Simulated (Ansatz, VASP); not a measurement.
# One calculation of Ta, two programs

```
CELL_PARAMETERS angstrom
2.83876 -0.01683 0.40755
-1.43396 2.48369 0.00000
1.76928 1.02149 2.83457
ATOMIC_POSITIONS crystal
Ta 0.00000 0.00000 0.00000
```

Change from the starting cell: band edges of the strained film's bulk.

Alike in both runs: task single point; functional PBEsol; k mesh 12 × 12 × 14; occupations gaussian, width 0.1 eV; no spin polarisation.

```csv
,VASP,Ansatz
version,VASP 6.6.1,Ansatz 0.2.0
potentials or method,"VASP PAW PBE potentials, release 64 (Ta_pv), cutoff 520 eV","scalar-relativistic, plane waves, PAW"
valence electrons in the cell,11,13
```

```csv
,VASP,Ansatz,Ansatz less VASP
gap on the k mesh at the Fermi level (eV),none,none,-
pressure (GPa),5.6,5.4,-0.18
"traceless stress, the component that is largest in VASP (GPa)",-9.31,-9.32,-0.010
```

VASP's potentials were made for PBE, not for PBEsol. A gap of «none» marks a metal or a gap that the smearing closes. The functional is the same, so the differences come from potentials, cutoffs and numerics. VASP's potentials hold 11 valence electrons a cell and Ansatz's 13, so a difference there can come from the potentials and not from the codes.

Neither program's run includes spin-orbit coupling.
